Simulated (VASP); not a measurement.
# WC2 (I4/mmm) in VASP: single point with r2SCAN

Aim: the single point of WC2 with r2SCAN.

All numbers are computed with VASP 6.6.1; they aren't measurements. Logs are shortened: lines on timing, memory, paths and dates and some standing lists are left out, and cuts for length are marked.

**1. The cell of the first run**

It takes space group I4/mmm (No. 139, tetragonal). Conventional cell: a = 3.034 Å, b = 3.034 Å, c = 5.992 Å, α = 90.00°, β = 90.00°, γ = 90.00°. C (site symmetry 4mm) has 1 C at 1.43 Å within 1.9 Å. W (site symmetry 4/mmm) has 10 C at 2.26 to 2.28 Å and 4 W at 3.03 Å within 3.1 Å.

**2. Single point, r2SCAN**

Input file POSCAR:

```
WC2
1.0
   -1.5170114212      1.5170114212      2.9961710145
    1.5170114212     -1.5170114212      2.9961710145
    1.5170114212      1.5170114212     -2.9961710145
C W
2 1
Direct
    0.3805622805      0.3805622805      0.0000000000
    0.6194377195      0.6194377195      0.0000000000
    0.0000000000      0.0000000000      0.0000000000
```

Input file INCAR.step1:

```
PREC = Accurate
ENCUT = 520
ISMEAR = 0
SIGMA = 0.1
LREAL = F
LASPH = T
NELM = 80
NBANDS = 18
GGA = PE
ALGO = Normal
EDIFF = 1E-4
LWAVE = T
LCHARG = F
```

Input file INCAR.step2:

```
PREC = Accurate
ENCUT = 520
EDIFF = 1E-6
ISMEAR = 0
SIGMA = 0.1
LREAL = F
LASPH = T
NELM = 80
ALGO = Normal
ISIF = 2
LWAVE = F
LCHARG = T
METAGGA = R2SCAN
LMIXTAU = T
LELF = T
LVHAR = T
NBANDS = 18
ISTART = 1
```

Input file KPOINTS:

```
regular mesh
0
Gamma
  20 20 20
```

Potentials or basis: VASP PAW PBE potentials, release 64 (C, W_sv).

Run with:

```
> cat potpaw_PBE.64/C/POTCAR potpaw_PBE.64/W_sv/POTCAR > POTCAR
> cp INCAR.step1 INCAR
> mpirun -np 1 vasp_std > vasp.out
> cp INCAR.step2 INCAR
> mpirun -np 1 vasp_std > vasp.out
```

OUTCAR:

```text
PREC = Accurate
   ENCUT = 520
   EDIFF = 1E-6
   ISMEAR = 0
   LREAL = F
   LASPH = T
   NELM = 80
   ISIF = 2
   METAGGA = R2SCAN
   ISTART = 1

 ion  position               nearest neighbor table
   1  0.381  0.381  0.000-   2 1.43   3 2.26   3 2.26   3 2.26   3 2.26   3 2.28
   2  0.619  0.619  0.000-   1 1.43   3 2.26   3 2.26   3 2.26   3 2.26   3 2.28
   3  0.000  0.000  0.000-   2 2.26   2 2.26   2 2.26   1 2.26   2 2.26   1 2.26   1 2.26   1 2.26
                             1 2.28   2 2.28

  LATTYP: Found a body centered tetragonal cell.
 ALAT       =     3.0340228424
 C/A-ratio  =     1.9750484226

  Lattice vectors:

 A1 = (  -1.5170114212,   1.5170114212,   2.9961710145)
 A2 = (   1.5170114212,  -1.5170114212,   2.9961710145)
 A3 = (   1.5170114212,   1.5170114212,  -2.9961710145)

Analysis of symmetry for initial positions (statically):
=====================================================================
 Subroutine PRICEL returns:
 Original cell was already a primitive cell.

 Routine SETGRP: Setting up the symmetry group for a
 body centered tetragonal supercell.

 Subroutine GETGRP returns: Found 16 space group operations
 (whereof 16 operations were pure point group operations)
 out of a pool of 16 trial point group operations.

The static configuration has the point symmetry D_4h.

Analysis of symmetry for dynamics (positions and initial velocities):
=====================================================================
 Subroutine PRICEL returns:
 Original cell was already a primitive cell.

 Routine SETGRP: Setting up the symmetry group for a
 body centered tetragonal supercell.

 Subroutine GETGRP returns: Found 16 space group operations
 (whereof 16 operations were pure point group operations)
 out of a pool of 16 trial point group operations.

The dynamic configuration has the point symmetry D_4h.

 Subroutine INISYM returns: Found 16 space group operations
 (whereof 16 operations are pure point group operations),
 and found     1 'primitive' translations

----------------------------------------------------------------------------------------

                                     Primitive cell

  volume of cell :      27.5806

  direct lattice vectors                    reciprocal lattice vectors
    -1.517011421  1.517011421  2.996171014     0.000000000  0.329595409  0.166879660
     1.517011421 -1.517011421  2.996171014     0.329595409  0.000000000  0.166879660
     1.517011421  1.517011421 -2.996171014     0.329595409  0.329595409  0.000000000

  length of vectors
     3.685062829  3.685062829  3.685062829     0.369434642  0.369434642  0.466118298

  position of ions in fractional coordinates (direct lattice)
     0.380562281  0.380562281  0.000000000
     0.619437719  0.619437719  0.000000000
     0.000000000  0.000000000  0.000000000

  ion indices of the primitive-cell ions
   primitive index   ion index
                 1           1
                 2           2
                 3           3

----------------------------------------------------------------------------------------

 KPOINTS: regular mesh

Automatic generation of k-mesh.
 Grid dimensions read from file:
 generate k-points for:   20   20   20

 Generating k-lattice:

  Cartesian coordinates                     Fractional coordinates (reciprocal lattice)
     0.000000000  0.016479770  0.008343983     0.050000000  0.000000000  0.000000000
     0.016479770  0.000000000  0.008343983     0.000000000  0.050000000  0.000000000
     0.016479770  0.016479770  0.000000000     0.000000000  0.000000000  0.050000000

  Length of vectors
     0.018471732  0.018471732  0.023305915

  Shift w.r.t. Gamma in fractional coordinates (k-lattice)
     0.000000000  0.000000000  0.000000000

 Subroutine IBZKPT returns following result:
 ===========================================

 Found    641 irreducible k-points:

 Following reciprocal coordinates:
            Coordinates               Weight
  0.000000  0.000000  0.000000      1.000000
  0.050000 -0.000000  0.000000      8.000000
  0.100000 -0.000000  0.000000      8.000000
  0.150000  0.000000 -0.000000      8.000000
  0.200000 -0.000000  0.000000      8.000000
  0.250000 -0.000000  0.000000      8.000000
[... 16 lines left out ...]
 -0.400000  0.050000  0.000000     16.000000
 -0.350000  0.050000 -0.000000     16.000000
 [... further k-points ...]
   k-points           NKPTS =    641   k-points in BZ     NKDIM =    641   number of bands    NBANDS=     18
   number of dos      NEDOS =    301   number of ions     NIONS =      3
   total plane-waves  NPLWV =  21952
   dimension x,y,z NGX =    28 NGY =   28 NGZ =   28
   dimension x,y,z NGXF=    56 NGYF=   56 NGZF=   56
   ions per type =               2   1
   NGX,Y,Z   is equivalent  to a cutoff of  12.63, 12.63, 12.63 a.u.
   NGXF,Y,Z  is equivalent  to a cutoff of  25.26, 25.26, 25.26 a.u.
 SYSTEM =  unknown system
   PREC   = accura    normal or accurate (medium, high low for compatibility)
   ISTART =      1    job   : 0-new  1-cont  2-samecut
   ICHARG =      0    charge: 1-file 2-atom 10-const
   ISPIN  =      1    spin polarized calculation?
   LNONCOLLINEAR =      F non collinear calculations
   LSORBIT =      F    spin-orbit coupling
   LASPH  =      T    aspherical Exc in radial PAW
   ENCUT  =  520.0 eV  38.22 Ry    6.18 a.u.   6.85  6.85  6.85*2*pi/ulx,y,z
   NELM   =     80;   NELMIN=  2; NELMDL=  0     # of ELM steps
   EDIFF  = 0.1E-05   stopping-criterion for ELM
   LREAL  =      F    real-space projection
   EDIFFG = 0.1E-04   stopping-criterion for IOM
   NSW    =      0    number of steps for IOM
   IBRION =     -1    ionic relax: 0-MD 1-quasi-New 2-CG
   NFREE  =      0    steps in history (QN), initial steepest desc. (CG)
   ISIF   =      2    stress and relaxation
   ISYM   =      2    0-nonsym 1-usesym 2-fastsym
   POTIM  = 0.5000    time-step for ionic-motion
   TEBEG  =    0.0;   TEEND  =   0.0 temperature during run
   PSTRESS=    0.0 pullay stress
   NELECT =      22.0000    total number of electrons
   NUPDOWN=      -1.0000    fix difference up-down
   EMIN   =  10.00;   EMAX   =-10.00  energy-range for DOS
   EFERMI =   0.00;   METHOD = LEGACY
   ISMEAR =     0;   SIGMA  =   0.10  broadening in eV -4-tet -1-fermi 0-gaus
   EFERMI_NEDOS =   21; number of points for ismear=-14 and -15
   IALGO  =     38    algorithm
   IMIX   =      4    mixing-type and parameters
     AMIX     =   0.40;   BMIX     =  1.00
     AMIX_MAG =   1.60;   BMIX_MAG =  1.00
  volume/ion in A,a.u.               =       9.19        62.04
  Fermi-wavevector in a.u.,A,eV,Ry     =   1.518265  2.869105 31.363186  2.305129
  Thomas-Fermi vector in A             =   2.627409
   LORBIT       =      0    0 simple, 1 ext, 2 COOP (PROOUT), +10 PAW based schemes
   METAGGA = R2SCAN    functional components
   LHFCALC =     F    Hartree Fock is set to
   AEXX    =    0.0000 exact exchange contribution
   IVDW    =     0    specifies the selected vdW correction
   LEPSILON=     F    determine dielectric tensor
   LRPA    =     F    only Hartree local field effects (RPA)
 non-spin polarized calculation
 Gauss-broadening in eV      SIGMA  =   0.10
  energy-cutoff  :      520.00
  volume of cell :       27.58
 maximum number of plane-waves:       757
   NGX = 13   NGY = 13   NGZ = 13

 number of electron      22.0000000 magnetization

 Free energy of the ion-electron system (eV)
  ---------------------------------------------------
  ext. energy  EPLUGINS =         0.00000000
  ---------------------------------------------------
  free energy    TOTEN  =       -67.76630898 eV

  energy without entropy =      -67.76033525  energy(sigma->0) =      -67.76332212

 E-fermi :  11.0035     XC(G=0): -14.5041

 val. band max:       11.0028232526   @ k =  -0.2000   0.2000   0.1000
 cond. band min:      11.0054052199   @ k =  -0.2500  -0.4500   0.2000
 fundamental gap:      0.0025819673
 Fermi energy:        11.0034666566

 k-point     1 :       0.0000    0.0000    0.0000
  band No.  band energies     occupation
      1     -66.0018      2.00000
      2     -29.5694      2.00000
      3     -29.5694      2.00000
      4     -29.2944      2.00000
      5      -8.1932      2.00000
      6       1.8451      2.00000
[... 10 lines left out ...]
     17      19.4861      0.00000
     18      20.6616      0.00000

 k-point     2 :       0.0500   -0.0000    0.0000
  band No.  band energies     occupation
      1     -66.0013      2.00000
      2     -29.5808      2.00000
      3     -29.5684      2.00000
      4     -29.2952      2.00000
      5      -8.1437      2.00000
      6       1.8277      2.00000
[... 10 lines left out ...]
     17      19.9067      0.00000
     18      20.8359      0.00000

 k-point     3 :       0.1000   -0.0000    0.0000
  band No.  band energies     occupation
      1     -65.9998      2.00000
      2     -29.6137      2.00000
      3     -29.5654      2.00000
      4     -29.2973      2.00000
      5      -7.9972      2.00000
      6       1.7653      2.00000
[... 10 lines left out ...]
     17      20.3362      0.00000
     18      21.3379      0.00000

 k-point     4 :       0.1500    0.0000   -0.0000
  band No.  band energies     occupation
      1     -65.9974      2.00000
      2     -29.6647      2.00000
      3     -29.5608      2.00000
      4     -29.3004      2.00000
      5      -7.7612      2.00000
      6       1.6315      2.00000
[... 375 lines left out ...]
      4     -29.3181      2.00000
      5      -5.6661      2.00000
      6      -0.3355      2.00000
[... 10 lines left out ...]
     17      20.1966      0.00000
     18      24.3573      0.00000

 k-point    23 :      -0.4000    0.0500    0.0000
  band No.  band energies     occupation
      1     -65.9822      2.00000
      2     -29.9748      2.00000
      3     -29.5407      2.00000
      4     -29.3149      2.00000
      5      -5.9379      2.00000
      6      -0.0056      2.00000
[... 10 lines left out ...]
     17      20.7022      0.00000
     18      24.2977      0.00000

 k-point    24 :      -0.3500    0.0500   -0.0000
  band No.  band energies     occupation
      1     -65.9846      2.00000
      2     -29.9262      2.00000
      3     -29.5454      2.00000
      4     -29.3111      2.00000
      5      -6.3028      2.00000
      6       0.4272      2.00000
[... 10 lines left out ...]
     17      21.2101      0.00000
     18      24.4334      0.00000

 [... further k-points ...]

------------------------ aborting loop because EDIFF is reached ----------------------------------------

  FORCE on cell =-STRESS in cart. coord.  units (eV):
  Direction    XX          YY          ZZ          XY          YZ          ZX
  --------------------------------------------------------------------------------------
  -------------------------------------------------------------------------------------
  Total        0.2923622      0.2923622      0.4095979      0.0000000      0.0000000      0.0000000
  in kB       16.9835135     16.9835135     23.7938129      0.0000000      0.0000000      0.0000000
  external PRESSURE =      19.2536133 kB  Pullay stress =       0.0000000 kB

 VOLUME and BASIS-vectors are now :
 -----------------------------------------------------------------------------
  energy-cutoff  :      520.00
  volume of cell :       27.58
      direct lattice vectors                 reciprocal lattice vectors
    -1.517011421  1.517011421  2.996171014     0.000000000  0.329595409  0.166879660
     1.517011421 -1.517011421  2.996171014     0.329595409  0.000000000  0.166879660
     1.517011421  1.517011421 -2.996171014     0.329595409  0.329595409  0.000000000

 POSITION                                       TOTAL-FORCE (eV/Angst)
 -----------------------------------------------------------------------------------
      0.00000      0.00000      2.28046         0.000000      0.000000     -0.156305
      0.00000      0.00000      3.71188        -0.000000     -0.000000      0.156305
      0.00000      0.00000      0.00000         0.000000      0.000000      0.000000
 -----------------------------------------------------------------------------------
    total drift:                               -0.000000     -0.000000     -0.000000

  FREE ENERGIE OF THE ION-ELECTRON SYSTEM (eV)
  ---------------------------------------------------
  free  energy   TOTEN  =       -67.7663089821 eV

  energy  without entropy=      -67.7603352523  energy(sigma->0) =      -67.76332212
```

Wall time 21 min (1 thread of Intel Xeon Platinum 8488C (Sapphire Rapids), shared host); peak memory 0.41 GiB.

What came out:

- Free energy: -67.7663 eV
- Pressure: 1.9 GPa
- Largest force: 0.156 eV/Å
- Band gap on the k mesh: zero (bands 11 and 12 overlap by 4.09 eV)

Forces on the atoms (eV/Å):
```
C    0.000  0.000 -0.156
C    0.000  0.000  0.156
W    0.000  0.000  0.000
```

Levels at points of the mesh, in eV from the Fermi level:
```tsv
k point	band 8	band 9	band 10	band 11	band 12	band 13	band 14	band 15
(0.00, 0.00, 0.00)	-4.23	-3.70	-3.70	-3.00	-3.00	0.12	2.53	7.71
(0.50, 0.00, 0.00)	-7.38	-5.40	-0.49	0.38	1.33	1.90	2.16	4.66
(0.50, 0.50, 0.00)	-7.19	-5.87	-4.90	-2.57	2.93	3.37	4.53	7.70
(0.50, 0.50, 0.50)	-4.50	-4.50	-2.79	-0.10	-0.10	0.43	4.33	4.62
```

Caveat: the PAW data sets were made with another functional, which shifts forces and pressure a little; spin-orbit coupling is left out, which moves the levels of the heavy elements.
